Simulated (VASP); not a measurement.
## Mg2C: single point with HSE06

The system is Mg2C.

```
C Mg
1.0
     0.00000    2.65022    2.71094
     2.65022    0.00000    2.71094
     2.65022    2.65022    0.00000
C Mg
1 2
Cartesian
  0.0000 0.0000 0.0000
  1.3251 1.3251 1.3555
  3.9753 3.9753 4.0664
```

This cell differs from its parent crystal: biaxial xy strain -2.2%.

```
Program                            : VASP 6.6.1
Task                               : single point
Functional                         : HSE06
Potentials or basis                : VASP PAW PBE potentials, release 64 (C, Mg)
Cutoff                             : 520 eV
k mesh                             : 6 × 6 × 6
Occupations                        : gaussian, width 0.01 eV
Spin                               : no spin polarisation
Dipole correction                  : no
Grid for exact exchange (PRECFOCK) : Normal
Further INCAR settings             : ALGO = Normal; EDIFF = 1e-06; NBANDS = 11
Share of exact exchange            : 0.25
Screening parameter                : 0.2079 1/Å
```

The pressure is 4.3 GPa and the band gap on the k mesh is 1.35 eV (least direct gap 2.60 eV).

Stress tensor (GPa, compression positive):
```
 6.76  0.00  0.00
 0.00  6.76  0.00
 0.00  0.00 -0.56
```

Levels at points of the mesh, in eV from the valence-band top:
```csv
k point,band 1,band 2,band 3,band 4,band 5,band 6,band 7,band 8
"(0.00, 0.00, 0.00)",-12.20,-0.10,0.00,0.00,2.60,7.88,7.88,8.04
"(0.50, 0.00, 0.00)",-10.44,-5.38,-0.59,-0.41,4.71,6.64,6.89,7.23
"(0.50, 0.50, 0.00)",-9.93,-4.71,-1.65,-1.65,1.44,5.53,10.80,11.23
"(0.50, 0.00, 0.50)",-9.85,-4.48,-1.84,-1.78,1.35,5.20,10.80,11.11
```

Wall time 42 min on 1 thread of Intel(R) Xeon(R) Platinum 8259CL CPU @ 2.50GHz (Skylake/Cascade Lake), with other jobs on the host, peak memory 0.29 GiB.

Caveat: the cell differs from its parent crystal (biaxial xy strain -2.2%); the stress differs along the axes, from -1 to 7 GPa; the structure was generated, so it needn't be the stable form of Mg2C; the PAW data sets were made with another functional, which shifts forces and pressure a little. A k mesh can miss the band edges.
